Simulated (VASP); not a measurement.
Input of a VASP 6.6.1 run:

The input INCAR:

```
SYSTEM = Be
  PREC = Accurate
  ENCUT = 520
  EDIFF = 1E-6
  ISMEAR = -1
  SIGMA = 0.1
  LREAL = .FALSE.
  LASPH = .TRUE.
  NELM = 100
  ALGO = Normal
  ISIF = 2
  LWAVE = .FALSE.
  LCHARG = .FALSE.
  GGA = RE
  NBANDS = 9
```

The input KPOINTS:

```
Automatic mesh
0
G
  12 12 12
  0 0 0
```

The input POSCAR:

```
Be
1.0
    0.0000000000      2.4684802028      2.4684802028
    2.4684802028      0.0000000000      2.4684802028
    2.4684802028      2.4684802028      0.0000000000
Be
2
Direct
    0.1250000000      0.1250000000      0.1250000000
    0.8750000000      0.8750000000      0.8750000000
```

Potentials or basis: VASP PAW PBE potentials, release 64 (Be).

The run is started by

```bash
$ cat potpaw_PBE.64/Be/POTCAR > POTCAR
$ mpirun -np 1 vasp_std > vasp.out
```

(1) What does it give for the band gap on the k mesh?

(2) What does it give for the pressure?

Results:

(1) zero (band 2 reaches 6.46 eV, above the bottom of band 3 at 0.40 eV).

(2) 0.0 GPa.

Caveat: the PAW data sets were made with another functional, which shifts forces and pressure a little.
